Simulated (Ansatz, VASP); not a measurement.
# Two plane-wave programs on Si5Ge

Contents of INCAR:

```
ALGO = Normal ; EDIFF = 1E-6
ENCUT = 500 ; GGA = PE
GGA_COMPAT = F ; ISIF = 2
ISMEAR = 0 ; IVDW = 13
LASPH = T ; LCHARG = T
LELF = T ; LREAL = F
LVHAR = T ; LWAVE = F
NBANDS = 26 ; NELM = 120
PREC = Accurate ; SIGMA = 0.01
```

File KPOINTS:

```
k-points
0
Gamma
  6 6 2
```

Contents of POSCAR:

```
Si5Ge
1.0
    3.8731228747      0.0000000000      0.0000000000
   -1.9365614373      3.3542228015      0.0000000000
    0.0000000000      0.0000000000      9.4848246374
Si Ge
5 1
Direct
    0.0000000000      0.0000000000     -0.0032504489
    0.6666666667      0.3333333333      0.6665279476
    0.3333333333      0.6666666667      0.3366787532
    0.6666666667      0.3333333333      0.9153029420
    0.3333333333      0.6666666667      0.5846298178
    0.0000000000      0.0000000000      0.2501109882
```

Input for Ansatz:

```yaml
crystal:
  lattice:
    - [3.8731228747, 0.0, 0.0]
    - [-1.9365614373, 3.3542228015, 0.0]
    - [0.0, 0.0, 9.4848246374]
  atoms:
    - { symbol: Si, position: [0.0, 0.0, -0.0032504489] }
    - { symbol: Si, position: [0.6666666667, 0.3333333333, 0.6665279476] }
    - { symbol: Si, position: [0.3333333333, 0.6666666667, 0.3366787532] }
    - { symbol: Si, position: [0.6666666667, 0.3333333333, 0.915302942] }
    - { symbol: Si, position: [0.3333333333, 0.6666666667, 0.5846298178] }
    - { symbol: Ge, position: [0.0, 0.0, 0.2501109882] }
kpoints:
  mp_grid: { grid: [6, 6, 2] }
hamiltonian:
  xc: pbe
  dispersion: d4
scf:
  occupations: { method: fixed }
  n_extra_bands: 5
output:
  forces: true
  stress: true
  eigenvalues: true
```

Alike in both runs: task single point; functional PBE; dispersion D4; k mesh 6 × 6 × 2; no spin polarisation.

```csv
,VASP,Ansatz
version,VASP 6.6.1,Ansatz 0.2.0
potentials or method,"VASP PAW PBE potentials, release 64 (Si, Ge_d)",plane waves
plane-wave cutoff (eV),500,420
occupations,"gaussian, width 0.01 eV",fixed
valence electrons in the cell,34,34
```

```csv
,VASP,Ansatz,Ansatz less VASP
gap on the k mesh at the Fermi level (eV),0.65,0.65,-0.002
pressure (GPa),-0.9,-0.8,+0.08
"traceless stress, the component that is largest in VASP (GPa)",-0.26,-0.27,-0.004
rms of the force components (eV/Å),0.026,0.026,+0.0004
```

Atom by atom the forces differ by 0.001 eV/Å (rms over components).
